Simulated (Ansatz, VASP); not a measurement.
## KF: VASP beside Ansatz

```xyz
2
Lattice="0.0000 2.5884 2.5884 2.5884 0.0000 2.5884 2.5884 2.5884 0.0000" Properties=species:S:1:pos:R:3 pbc="T T T"
K     0.0000    0.0000    0.0000
F     1.2942    1.2942    1.2942
```

Alike in both runs: task relaxation of cell and atoms; functional PBE; k mesh 11 × 11 × 11; occupations fermi-dirac, width 0.05 eV; no spin polarisation.

|  | VASP | Ansatz |
| --- | --- | --- |
| version | VASP 6.6.1 | Ansatz 0.2.0 |
| potentials or method | VASP PAW PBE potentials, release 64 (K_sv, F) | PAW with Ansatz's default frozen-core files, scalar-relativistic |
| plane-wave cutoff (eV) | 600 | 420 |
| valence electrons in the cell | 16 | 16 |

```csv
,VASP,Ansatz,Ansatz less VASP
relaxed volume (Å³/atom),25.71,26.33,+0.615
relaxed cell length with the largest relative difference (Å),4.174,4.207,+0.0330
```

Noted on VASP's run: the volume moved by over 15 % at a fixed basis, so the end points are rough.
